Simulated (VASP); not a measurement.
# C in VASP: further runs

The runs below take C through single point, with PBEsol.

Program: VASP 6.6.1. These are calculated values, not measurements. Logs are shortened: lines on timing, memory, paths and dates and some standing lists are left out, and cuts for length are marked.

## Step 1: The cell of the first run

The cell holds a slab with vacuum, 4 atoms: a = 2.456 Å, b = 2.456 Å, c = 24.134 Å, α = 90.00°, β = 90.00°, γ = 120.00°.

## Step 2: Single point, PBEsol

The input, INCAR:

```
SYSTEM = C
PREC = Accurate
ENCUT = 520
EDIFF = 1E-6
ISMEAR = -1
SIGMA = 0.1
LREAL = .False.
LASPH = .True.
NELM = 80
ALGO = Normal
ISIF = 2
LWAVE = .False.
LCHARG = .False.
GGA = PS
NBANDS = 16
```

The input, KPOINTS:

```
Automatic mesh
0
Gamma
  8 8 1
  0 0 0
```

The input, POSCAR:

```
C
1.0
    2.4562280000      0.0000000000      0.0000000000
   -1.2281140000      2.1271558455      0.0000000000
    0.0000000000      0.0000000000     24.1339600000
C
4
Direct
    0.0000000000      0.0000000000      0.5704700000
    0.0000000000      0.0000000000      0.4295300000
    0.3333333333      0.6666666667      0.4295200000
    0.6666666667      0.3333333333      0.5704800000
```

Potentials or basis: VASP PAW PBE potentials, release 64 (C).

On the command line:

```bash
cat potpaw_PBE.64/C/POTCAR > POTCAR
mpirun -np 1 vasp_std > vasp.out
```

OUTCAR:

```text
SYSTEM = C
   PREC = Accurate
   ENCUT = 520
   EDIFF = 1E-6
   ISMEAR = -1
   LREAL = .False.
   LASPH = .True.
   NELM = 80
   ISIF = 2
   GGA = PS

 ion  position               nearest neighbor table
   1  0.000  0.000  0.570-   4 1.42   4 1.42   4 1.42
   2  0.000  0.000  0.430-   3 1.42   3 1.42   3 1.42
   3  0.333  0.667  0.430-   2 1.42   2 1.42   2 1.42
   4  0.667  0.333  0.570-   1 1.42   1 1.42   1 1.42

  LATTYP: Found a hexagonal cell.
 ALAT       =     2.4562280000
 C/A-ratio  =     9.8256187943

  Lattice vectors:

 A1 = (   2.4562280000,   0.0000000000,   0.0000000000)
 A2 = (  -1.2281140000,   2.1271558455,   0.0000000000)
 A3 = (   0.0000000000,   0.0000000000,  24.1339600000)

Analysis of symmetry for initial positions (statically):
=====================================================================
 Subroutine PRICEL returns:
 Original cell was already a primitive cell.

 Routine SETGRP: Setting up the symmetry group for a
 hexagonal supercell.

 Subroutine GETGRP returns: Found 12 space group operations
 (whereof 12 operations were pure point group operations)
 out of a pool of 24 trial point group operations.

The static configuration has the point symmetry D_3d.

Analysis of symmetry for dynamics (positions and initial velocities):
=====================================================================
 Subroutine PRICEL returns:
 Original cell was already a primitive cell.

 Routine SETGRP: Setting up the symmetry group for a
 hexagonal supercell.

 Subroutine GETGRP returns: Found 12 space group operations
 (whereof 12 operations were pure point group operations)
 out of a pool of 24 trial point group operations.

The dynamic configuration has the point symmetry D_3d.

 Subroutine INISYM returns: Found 12 space group operations
 (whereof 12 operations are pure point group operations),
 and found     1 'primitive' translations

----------------------------------------------------------------------------------------

                                     Primitive cell

  volume of cell :     126.0946

  direct lattice vectors                    reciprocal lattice vectors
     2.456228000  0.000000000  0.000000000     0.407128328  0.235055650  0.000000000
    -1.228114000  2.127155845  0.000000000     0.000000000  0.470111300  0.000000000
     0.000000000  0.000000000 24.133960000     0.000000000  0.000000000  0.041435388

  length of vectors
     2.456228000  2.456228000 24.133960000     0.470111300  0.470111300  0.041435388

  position of ions in fractional coordinates (direct lattice)
     0.000000000  0.000000000  0.570470000
     0.000000000  0.000000000  0.429530000
     0.333333333  0.666666667  0.429520000
     0.666666667  0.333333333  0.570480000

  ion indices of the primitive-cell ions
   primitive index   ion index
                 1           1
                 2           2
                 3           3
                 4           4

----------------------------------------------------------------------------------------

 KPOINTS: Automatic mesh

Automatic generation of k-mesh.
 Grid dimensions read from file:
 generate k-points for:    8    8    1

 Generating k-lattice:

  Cartesian coordinates                     Fractional coordinates (reciprocal lattice)
     0.050891041  0.029381956  0.000000000     0.125000000  0.000000000  0.000000000
     0.000000000  0.058763913  0.000000000     0.000000000  0.125000000  0.000000000
     0.000000000  0.000000000  0.041435388     0.000000000  0.000000000  1.000000000

  Length of vectors
     0.058763913  0.058763913  0.041435388

  Shift w.r.t. Gamma in fractional coordinates (k-lattice)
     0.000000000  0.000000000  0.000000000

 Subroutine IBZKPT returns following result:
 ===========================================

 Found     10 irreducible k-points:

 Following reciprocal coordinates:
            Coordinates               Weight
  0.000000  0.000000  0.000000      1.000000
  0.125000  0.000000  0.000000      6.000000
  0.250000  0.000000  0.000000      6.000000
  0.375000  0.000000  0.000000      6.000000
  0.500000  0.000000  0.000000      3.000000
  0.125000  0.125000  0.000000      6.000000
  0.250000  0.125000  0.000000     12.000000
  0.375000  0.125000  0.000000     12.000000
  0.250000  0.250000  0.000000      6.000000
  0.375000  0.250000  0.000000      6.000000
   k-points           NKPTS =     10   k-points in BZ     NKDIM =     10   number of bands    NBANDS=     16
   number of dos      NEDOS =    301   number of ions     NIONS =      4
   total plane-waves  NPLWV =  58320
   dimension x,y,z NGX =    18 NGY =   18 NGZ =  180
   dimension x,y,z NGXF=    36 NGYF=   36 NGZF=  360
   ions per type =               4
   NGX,Y,Z   is equivalent  to a cutoff of  12.18, 12.18, 12.40 a.u.
   NGXF,Y,Z  is equivalent  to a cutoff of  24.37, 24.37, 24.80 a.u.
 SYSTEM =  C
   PREC   = accura    normal or accurate (medium, high low for compatibility)
   ISTART =      0    job   : 0-new  1-cont  2-samecut
   ICHARG =      2    charge: 1-file 2-atom 10-const
   ISPIN  =      1    spin polarized calculation?
   LNONCOLLINEAR =      F non collinear calculations
   LSORBIT =      F    spin-orbit coupling
   LASPH  =      T    aspherical Exc in radial PAW
   ENCUT  =  520.0 eV  38.22 Ry    6.18 a.u.   4.57  4.57 44.87*2*pi/ulx,y,z
   NELM   =     80;   NELMIN=  2; NELMDL= -5     # of ELM steps
   EDIFF  = 0.1E-05   stopping-criterion for ELM
   LREAL  =      F    real-space projection
   EDIFFG = 0.1E-04   stopping-criterion for IOM
   NSW    =      0    number of steps for IOM
   IBRION =     -1    ionic relax: 0-MD 1-quasi-New 2-CG
   NFREE  =      0    steps in history (QN), initial steepest desc. (CG)
   ISIF   =      2    stress and relaxation
   ISYM   =      2    0-nonsym 1-usesym 2-fastsym
   POTIM  = 0.5000    time-step for ionic-motion
   TEBEG  =    0.0;   TEEND  =   0.0 temperature during run
   PSTRESS=    0.0 pullay stress
   NELECT =      16.0000    total number of electrons
   NUPDOWN=      -1.0000    fix difference up-down
   EMIN   =  10.00;   EMAX   =-10.00  energy-range for DOS
   EFERMI =   0.00;   METHOD = LEGACY
   ISMEAR =    -1;   SIGMA  =   0.10  broadening in eV -4-tet -1-fermi 0-gaus
   EFERMI_NEDOS =   21; number of points for ismear=-14 and -15
   IALGO  =     38    algorithm
   IMIX   =      4    mixing-type and parameters
     AMIX     =   0.40;   BMIX     =  1.00
     AMIX_MAG =   1.60;   BMIX_MAG =  1.00
  volume/ion in A,a.u.               =      31.52       212.73
  Fermi-wavevector in a.u.,A,eV,Ry     =   0.822652  1.554586  9.207821  0.676756
  Thomas-Fermi vector in A             =   1.934024
   LORBIT       =      0    0 simple, 1 ext, 2 COOP (PROOUT), +10 PAW based schemes
   GGA     = PS    functional components
   LHFCALC =     F    Hartree Fock is set to
   AEXX    =    0.0000 exact exchange contribution
   IVDW    =     0    specifies the selected vdW correction
   LEPSILON=     F    determine dielectric tensor
   LRPA    =     F    only Hartree local field effects (RPA)
 non-spin polarized calculation
  energy-cutoff  :      520.00
  volume of cell :      126.09
 maximum number of plane-waves:      3452
   NGX =  9   NGY =  9   NGZ = 89

 number of electron      15.9999996 magnetization

 Free energy of the ion-electron system (eV)
  ---------------------------------------------------
  ext. energy  EPLUGINS =         0.00000000
  ---------------------------------------------------
  free energy    TOTEN  =       -38.57147556 eV

  energy without entropy =      -38.57142590  energy(sigma->0) =      -38.57145073

 E-fermi :  -1.8036     XC(G=0):  -3.2893

 val. band max:       -2.7041857521   @ k =   0.3750   0.2500   0.0000
 cond. band min:      -0.8602148155   @ k =   0.3750   0.2500   0.0000
 fundamental gap:      1.8439709366
 Fermi energy:        -1.8036109941

 k-point     1 :       0.0000    0.0000    0.0000
  band No.  band energies     occupation
      1     -21.4469      2.00000
      2     -21.3085      2.00000
      3      -9.9910      2.00000
      4      -9.0602      2.00000
      5      -4.8011      2.00000
      6      -4.8011      2.00000
[... 8 lines left out ...]
     15       5.1203      0.00000
     16       6.5530      0.00000

 k-point     2 :       0.1250    0.0000    0.0000
  band No.  band energies     occupation
      1     -21.0737      2.00000
      2     -20.9385      2.00000
      3      -9.5397      2.00000
      4      -8.6226      2.00000
      5      -6.1964      2.00000
      6      -6.1752      2.00000
[... 8 lines left out ...]
     15       5.6236      0.00000
     16       6.6108      0.00000

 k-point     3 :       0.2500    0.0000    0.0000
  band No.  band energies     occupation
      1     -19.9634      2.00000
      2     -19.8376      2.00000
      3      -9.2341      2.00000
      4      -9.1895      2.00000
      5      -8.2126      2.00000
      6      -7.3431      2.00000
[... 8 lines left out ...]
     15       5.7449      0.00000
     16       6.2535      0.00000

 k-point     4 :       0.3750    0.0000    0.0000
  band No.  band energies     occupation
      1     -18.1520      2.00000
      2     -18.0416      2.00000
      3     -12.5504      2.00000
      4     -12.4824      2.00000
      5      -7.8758      2.00000
      6      -7.8522      2.00000
[... 8 lines left out ...]
     15       7.2086      0.00000
     16       7.9323      0.00000

 k-point     5 :       0.5000    0.0000    0.0000
  band No.  band energies     occupation
      1     -16.0735      2.00000
      2     -16.0221      2.00000
      3     -15.1292      2.00000
      4     -15.0900      2.00000
      5      -8.2427      2.00000
      6      -8.2185      2.00000
[... 8 lines left out ...]
     15      10.0300      0.00000
     16      10.0945      0.00000

 k-point     6 :       0.1250    0.1250    0.0000
  band No.  band energies     occupation
      1     -20.3320      2.00000
      2     -20.2031      2.00000
      3      -8.6492      2.00000
      4      -8.0001      2.00000
      5      -7.9812      2.00000
      6      -7.7620      2.00000
[... 8 lines left out ...]
     15       6.4245      0.00000
     16       6.5889      0.00000

 k-point     7 :       0.2500    0.1250    0.0000
  band No.  band energies     occupation
      1     -18.8705      2.00000
      2     -18.7540      2.00000
      3     -10.8257      2.00000
      4     -10.7756      2.00000
      5      -8.4980      2.00000
      6      -8.4676      2.00000
[... 8 lines left out ...]
     15       7.0765      0.00000
     16       7.4957      0.00000

 k-point     8 :       0.3750    0.1250    0.0000
  band No.  band energies     occupation
      1     -16.7676      2.00000
      2     -16.6708      2.00000
      3     -13.8722      2.00000
      4     -13.7990      2.00000
      5      -9.2729      2.00000
      6      -9.2366      2.00000
[... 8 lines left out ...]
     15       9.2530      0.00000
     16       9.7476      0.00000

 k-point     9 :       0.2500    0.2500    0.0000
  band No.  band energies     occupation
      1     -17.1049      2.00000
      2     -17.0037      2.00000
      3     -12.3173      2.00000
      4     -12.2830      2.00000
      5     -10.8407      2.00000
      6     -10.8149      2.00000
[... 8 lines left out ...]
     15       9.3496      0.00000
     16      10.0953      0.00000

 k-point    10 :       0.3750    0.2500    0.0000
  band No.  band energies     occupation
      1     -15.1236      2.00000
      2     -15.0770      2.00000
      3     -14.2847      2.00000
      4     -14.2625      2.00000
      5     -11.6362      2.00000
      6     -11.5883      2.00000
[... 8 lines left out ...]
     15      10.6337      0.00000
     16      10.8168      0.00000

------------------------ aborting loop because EDIFF is reached ----------------------------------------

  FORCE on cell =-STRESS in cart. coord.  units (eV):
  Direction    XX          YY          ZZ          XY          YZ          ZX
  --------------------------------------------------------------------------------------
  -------------------------------------------------------------------------------------
  Total        0.5222946      0.5222946      0.0729543      0.0000000      0.0000000      0.0000000
  in kB        6.6363539      6.6363539      0.9269687      0.0000000      0.0000000      0.0000000
  external PRESSURE =       4.7332255 kB  Pullay stress =       0.0000000 kB

 VOLUME and BASIS-vectors are now :
 -----------------------------------------------------------------------------
  energy-cutoff  :      520.00
  volume of cell :      126.09
      direct lattice vectors                 reciprocal lattice vectors
     2.456228000  0.000000000  0.000000000     0.407128328  0.235055650  0.000000000
    -1.228114000  2.127155845  0.000000000     0.000000000  0.470111300  0.000000000
     0.000000000  0.000000000 24.133960000     0.000000000  0.000000000  0.041435388

 POSITION                                       TOTAL-FORCE (eV/Angst)
 -----------------------------------------------------------------------------------
      0.00000      0.00000     13.76770        -0.000000      0.000000      0.012716
      0.00000      0.00000     10.36626         0.000000     -0.000000     -0.012716
     -0.00000      1.41810     10.36602        -0.000000      0.000000     -0.014817
      1.22811      0.70905     13.76794         0.000000      0.000000      0.014817
 -----------------------------------------------------------------------------------
    total drift:                               -0.000000      0.000000     -0.000000

  FREE ENERGIE OF THE ION-ELECTRON SYSTEM (eV)
  ---------------------------------------------------
  free  energy   TOTEN  =       -38.5714755574 eV

  energy  without entropy=      -38.5714258968  energy(sigma->0) =      -38.57145073
```

Wall time 19 s (1 thread of Intel Xeon 6975P-C, shared host); peak memory 0.22 GiB.

What came out:

- Free energy: -38.5715 eV
- Largest force: 0.015 eV/Å
- Band gap on the k mesh: 1.84 eV, direct

Forces on the atoms (eV/Å):
```
C    0.000  0.000  0.013
C    0.000  0.000 -0.013
C    0.000  0.000 -0.015
C    0.000  0.000  0.015
```

Levels at points of the mesh, in eV from the valence-band top:
```
           k point  band 4  band 5  band 6  band 7  band 8  band 9  band 10  band 11  band 12  band 13
(0.00, 0.00, 0.00)   -6.36   -2.10   -2.10   -2.09   -2.09    4.37     4.80     5.26     6.01     6.36
(0.50, 0.00, 0.00)  -12.39   -5.54   -5.51   -1.68   -1.34    2.40     2.75     8.27     8.46    12.12
```

Caveat: the PAW data sets were made with another functional, which shifts forces and pressure a little.

(Part 1 of 2 ends here.)
